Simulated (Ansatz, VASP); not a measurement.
## CuH4: VASP beside Ansatz

```
Cu H
1.0
     2.97688   -4.43889    0.00000
     2.97688    4.43889    0.00000
     0.00000    0.00000    2.40414
Cu H
1 4
Direct
  0.00000 0.00000 0.00000
  0.56307 0.56307 0.00000
  0.43693 0.43693 0.00000
  0.12364 0.87636 0.50000
  0.87636 0.12364 0.50000
```

Change from the starting cell: ordered vacancies on the cation sites of rutile (Cmmm, No. 65).

Alike in both runs: functional PBE; k mesh 10 × 10 × 16; occupations gaussian, width 0.1 eV; no spin polarisation.

Ansatz relaxed the structure, and its values are those at the end. VASP's run is a single point on that final structure, the one shown.

|  | VASP | Ansatz |
| --- | --- | --- |
| version | VASP 6.6.1 | Ansatz 0.2.0 |
| potentials or method | VASP PAW PBE potentials, release 64 (Cu, H), cutoff 520 eV | scalar-relativistic, plane waves, PAW |
| valence electrons in the cell | 15 | 23 |

Ansatz gave:

```
gap on the k mesh at the Fermi level (eV) : none
pressure (GPa)                            : 0.0
rms of the force components (eV/Å)        : 0.001
```

**Question.** Which values does VASP return?

**Answer.** gap on the k mesh at the Fermi level (eV): none; pressure (GPa): -0.1; rms of the force components (eV/Å): 0.009.

A gap of «none» marks a metal or a gap that the smearing closes. The functional is the same, so the differences come from potentials, cutoffs and numerics. VASP's potentials hold 15 valence electrons a cell and Ansatz's 23, so a difference there can come from the potentials and not from the codes.
